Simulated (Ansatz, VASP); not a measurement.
## Se: VASP beside Ansatz

File INCAR:

```
PREC = Accurate ; ENCUT = 520
EDIFF = 1E-7 ; ISMEAR = 0
SIGMA = 0.02 ; LREAL = F
LASPH = T ; NELM = 100
ALGO = Normal ; ISIF = 2
LWAVE = F ; LCHARG = F
GGA = PS ; NBANDS = 27
```

KPOINTS

```
Automatic mesh
0
Gamma
  6 6 6
```

POSCAR

```
Se
1.0
    5.4317343150      3.1360132689      1.5450566449
   -5.4317343150      3.1360132689      1.5450566449
    0.0000000000     -6.2720265379      1.5450566448
Se
6
Direct
    0.2942258422      0.1604982977      0.9056489132
    0.9056489132      0.2942258422      0.1604982977
    0.1604982977      0.9056489132      0.2942258422
    0.7057741578      0.8395017023      0.0943510868
    0.0943510868      0.7057741578      0.8395017023
    0.8395017023      0.0943510868      0.7057741578
```

Input for Ansatz:

```yaml
crystal:
  lattice:
    - [5.431734315, 3.1360132689, 1.5450566449]
    - [-5.431734315, 3.1360132689, 1.5450566449]
    - [0.0, -6.2720265379, 1.5450566448]
  atoms:
    - { symbol: Se, position: [0.2942258422, 0.1604982977, 0.9056489132] }
    - { symbol: Se, position: [0.9056489132, 0.2942258422, 0.1604982977] }
    - { symbol: Se, position: [0.1604982977, 0.9056489132, 0.2942258422] }
    - { symbol: Se, position: [0.7057741578, 0.8395017023, 0.0943510868] }
    - { symbol: Se, position: [0.0943510868, 0.7057741578, 0.8395017023] }
    - { symbol: Se, position: [0.8395017023, 0.0943510868, 0.7057741578] }
basis:
  ecutwfc: 420
kpoints:
  mp_grid: { grid: [6, 6, 6] }
  band_path: { path: [VBM, CBM], npoints: 2 }
hamiltonian:
  xc: pbesol
scf:
  occupations: { method: gaussian, width: 0.02 }
output:
  forces: true
  stress: true
  eigenvalues: true
checkpoint:
  read: start.run
  write: ck
  compress: false
  write_wavefunctions: false
  write_every: 100000
```

Alike in both runs: task single point; functional PBEsol; k mesh 6 × 6 × 6; occupations gaussian, width 0.02 eV; no spin polarisation.

```csv
,VASP,Ansatz
version,VASP 6.6.1,Ansatz 0.2.0
potentials or method,"VASP PAW PBE potentials, release 64 (Se), cutoff 520 eV","scalar-relativistic, plane waves, PAW"
valence electrons in the cell,36,96
```

```csv
,VASP,Ansatz,Ansatz less VASP
gap on the k mesh at the Fermi level (eV),1.10,1.10,0.000
least direct gap on the mesh (eV),1.22,1.22,+0.001
pressure (GPa),-0.6,-0.7,-0.16
"traceless stress, the component that is largest in VASP (GPa)",0.27,0.33,+0.059
rms of the force components (eV/Å),0.020,0.001,-0.0183
```

VASP's potentials were made for PBE, not for PBEsol. Atom by atom the forces differ by 0.021 eV/Å (rms over components). The functional is the same, so the differences come from potentials, cutoffs and numerics. VASP's potentials hold 36 valence electrons a cell and Ansatz's 96, so a difference there can come from the potentials and not from the codes.
